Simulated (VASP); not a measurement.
Here is a VASP 6.6.1 calculation.

File INCAR:

```
  PREC = Accurate
  ENCUT = 520
  EDIFF = 1E-6
  ISMEAR = 0
  SIGMA = 0.05
  LREAL = False
  LASPH = True
  NELM = 100
  ALGO = Normal
  ISIF = 2
  LWAVE = False
  LCHARG = False
  GGA = PS
  NBANDS = 16
```

The input KPOINTS:

```
Automatic mesh
0
Gamma
  9 9 6
```

POSCAR

```
AlN
1.0
    3.2024000000      0.0000000000      0.0000000000
   -1.6012000000      2.7733597531      0.0000000000
    0.0000000000      0.0000000000      3.9744000000
Al N
2 2
Direct
    0.3333333333      0.6666666667      0.7500000000
    0.6666666667      0.3333333333      0.2500000000
    0.3333333333      0.6666666667      0.2500000000
    0.6666666667      0.3333333333      0.7500000000
```

Potentials or basis: VASP PAW PBE potentials, release 64 (Al, N).

Launch:

```sh
$ cat potpaw_PBE.64/Al/POTCAR potpaw_PBE.64/N/POTCAR > POTCAR
$ mpirun -np 1 vasp_std > vasp.out
```

(1) Predict the band gap on the k mesh.

(2) What does it give for the pressure?

Answers

(1) 4.09 eV.

(2) 26.6 GPa.

Caveat: the cell stands under pressure; the PAW data sets were made with another functional, which shifts forces and pressure a little; an odd mesh through Γ misses points on the zone boundary, where band edges can lie.
